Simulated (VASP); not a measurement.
C: single point with PBEsol

The system is C.

```
CELL_PARAMETERS angstrom
0.00000 1.76120 1.76120
1.76120 0.00000 1.76120
1.76120 1.76120 0.00000
ATOMIC_POSITIONS crystal
C 0.50000 0.50000 0.50000
C 0.75000 0.75000 0.75000
```

This cell differs from its parent crystal: strained.

```
Program                : VASP 6.6.1
Task                   : single point
Functional             : PBEsol
Potentials or basis    : VASP PAW PBE potentials, release 64 (C)
Cutoff                 : 520 eV
k mesh                 : 12 × 12 × 12
Occupations            : gaussian, width 0.02 eV
Spin                   : no spin polarisation
Dipole correction      : no
Further INCAR settings : ALGO = Normal; EDIFF = 1e-06; NBANDS = 11
```

- Pressure: 13.8 GPa
- Band gap on the k mesh: 4.12 eV, indirect (least direct gap 5.64 eV)

Levels at points of the mesh, in eV from the valence-band top:
| k point | band 1 | band 2 | band 3 | band 4 | band 5 | band 6 | band 7 | band 8 |
| --- | --- | --- | --- | --- | --- | --- | --- | --- |
| (0.00, 0.00, 0.00) | -22.03 | 0.00 | 0.00 | 0.00 | 5.64 | 5.64 | 5.64 | 14.23 |
| (0.50, 0.00, 0.00) | -15.98 | -13.89 | -2.91 | -2.91 | 8.54 | 8.54 | 9.35 | 15.82 |
| (0.50, 0.50, 0.00) | -13.05 | -13.05 | -6.57 | -6.57 | 4.68 | 4.68 | 17.36 | 17.36 |

Run time: 14 s on 1 thread of Intel Xeon 8259CL, with other jobs on the host, peak memory 0.12 GiB.

Caveat: the cell differs from its parent crystal (strained); the PAW data sets were made with another functional, which shifts forces and pressure a little. A k mesh can miss the band edges.
